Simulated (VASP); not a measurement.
A run of VASP 6.6.1:

The input INCAR:

```
PREC     = Accurate       # precision mode
ENCUT    = 520            # plane-wave cutoff, eV
EDIFF    = 1E-7           # SCF threshold, eV
ISMEAR   = 0              # smearing method
SIGMA    = 0.1            # smearing width, eV
LREAL    = F              # projectors in reciprocal space
LASPH    = T              # aspherical terms in the spheres
NELM     = 60             # most SCF steps
ALGO     = Normal         # electronic algorithm
ISIF     = 2              # what is computed and relaxed
LWAVE    = F              # write WAVECAR
LCHARG   = F              # write CHGCAR
GGA      = PE             # functional
NBANDS   = 38             # bands
```

File KPOINTS:

```
Automatic mesh
0
Gamma
  12 12 6
```

POSCAR

```
W2C5F
1.0
    3.1223186919      0.0000000000      0.0000000000
    0.0000000000      3.1223186919      0.0000000000
    0.0000000000      0.0000000000      7.1369668760
W C F
2 5 1
Direct
    0.0000000000      0.0000000000      0.0000000000
    0.5000000000      0.5000000000      0.5000000000
    0.0000000000      0.5000000000      0.2530709377
    0.5000000000      0.0000000000      0.7469290623
    0.5000000000      0.0000000000      0.2530709377
    0.0000000000      0.5000000000      0.7469290623
    0.5000000000      0.5000000000      0.0000000000
    0.0000000000      0.0000000000      0.5000000000
```

Potentials or basis: VASP PAW PBE potentials, release 64 (W_sv, C, F).

Command:

```bash
$ cat potpaw_PBE.64/W_sv/POTCAR potpaw_PBE.64/C/POTCAR potpaw_PBE.64/F/POTCAR > POTCAR
$ mpirun -np 1 vasp_std > vasp.out
```

Hardware: 1 thread of Intel(R) Xeon(R) Platinum 8375C CPU @ 2.90GHz (Ice Lake), on a shared host.

**Question.** How long does it take, and how much memory?

**Answer.** Run time: 3.3 min on 1 thread of Intel(R) Xeon(R) Platinum 8375C CPU @ 2.90GHz (Ice Lake), on a shared host, peak memory 0.35 GiB. Counts: scf iterations 17, k points 112.
